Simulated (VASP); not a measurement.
A run of VASP 6.6.1 is set up as follows.

The input INCAR:

```
SYSTEM = Sb3C
ALGO = Normal ; EDIFF = 1E-7
ENCUT = 520 ; GGA = PE
ISIF = 2 ; ISMEAR = 0
LASPH = .TRUE. ; LCHARG = .FALSE.
LREAL = .FALSE. ; LWAVE = .FALSE.
NBANDS = 18 ; NELM = 100
PREC = Accurate ; SIGMA = 0.1
```

The input KPOINTS:

```
k-points
0
G
  6 6 6
  0 0 0
```

File POSCAR:

```
Sb3C
1.0
   -2.1720035273      2.1720035273      4.8517481390
    2.1720035273     -2.1720035273      4.8517481390
    2.1720035273      2.1720035273     -4.8517481390
Sb C
3 1
Direct
    0.5000000000      0.5000000000      0.0000000000
    0.2500000000      0.7500000000      0.5000000000
    0.7500000000      0.2500000000      0.5000000000
    0.0000000000      0.0000000000      0.0000000000
```

Potentials or basis: VASP PAW PBE potentials, release 64 (Sb, C).

Run with:

```sh
$ cat potpaw_PBE.64/Sb/POTCAR potpaw_PBE.64/C/POTCAR > POTCAR
$ mpirun -np 1 vasp_std > vasp.out
```

Q: Predict the pressure.

A: -0.8 GPa.

Stress tensor (GPa, compression positive):
```
-0.87  0.00  0.00
 0.00 -0.87  0.00
 0.00  0.00 -0.70
```
